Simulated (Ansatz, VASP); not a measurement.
## Fe: VASP beside Ansatz

```
CELL_PARAMETERS angstrom
0.00000 1.96729 1.99096
1.51816 0.00000 1.99096
1.51816 1.96729 0.00000
ATOMIC_POSITIONS crystal
Fe 0.00000 0.00000 0.00000
```

Change from the starting cell: volume scaled by 1.04.

Alike in both runs: task single point; functional PBEsol; k mesh 13 × 13 × 13; occupations fermi-dirac, width 0.05 eV; collinear spin.

|  | VASP | Ansatz |
| --- | --- | --- |
| version | VASP 6.6.1 | Ansatz 0.2.0 |
| potentials or method | VASP PAW PBE potentials, release 64 (Fe), cutoff 520 eV | all-electron LAPW, scalar-relativistic |

VASP gave:

| Property | Result |
| --- | --- |
| gap on the k mesh at the Fermi level (eV) | none |
| pressure (GPa) | -15.3 |
| traceless stress, the component that is largest in VASP (GPa) | -3.98 |
| net moment per atom (μB) | 2.30 |
| size of the moment on the site where the two differ most (μB) | 2.30 |

Task: Estimate Ansatz's values.

Result: gap on the k mesh at the Fermi level (eV): none; pressure (GPa): -15.8; traceless stress, the component that is largest in VASP (GPa): -4.00; net moment per atom (μB): 2.27; size of the moment on the site where the two differ most (μB): 2.32.

VASP's potentials were made for PBE, not for PBEsol. Site moments also hang on the region over which each program counts them. A gap of «none» marks a metal or a gap that the smearing closes. Ansatz ran all-electron here, and VASP with PAW potentials.
